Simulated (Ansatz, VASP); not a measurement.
## One calculation of Ti, two programs

```
Ti
1.0
    -1.67318    1.67318    1.67318
     1.67318   -1.67318    1.67318
     1.67318    1.67318   -1.67318
Ti
1
Direct
  0.00000 0.00000 0.00000
```

Alike in both runs: task single point; functional r2SCAN; k mesh 11 × 11 × 11; occupations fermi-dirac, width 0.05 eV; no spin polarisation.

|  | VASP | Ansatz |
| --- | --- | --- |
| version | VASP 6.6.1 | Ansatz 0.2.0 |
| potentials or method | VASP PAW PBE potentials, release 64 (Ti_sv) | Ansatz PAW |
| plane-wave cutoff (eV) | 520 | 500 |
| valence electrons in the cell | 12 | 12 |

Ansatz gave:

```
gap on the k mesh at the Fermi level (eV) : none
pressure (GPa)                            : -8.2
```

**Question.** Estimate VASP's values.

**Answer.** gap on the k mesh at the Fermi level (eV): none; pressure (GPa): -7.9.

VASP's potentials were made for PBE, not for r2SCAN. A gap of «none» marks a metal or a gap that the smearing closes.
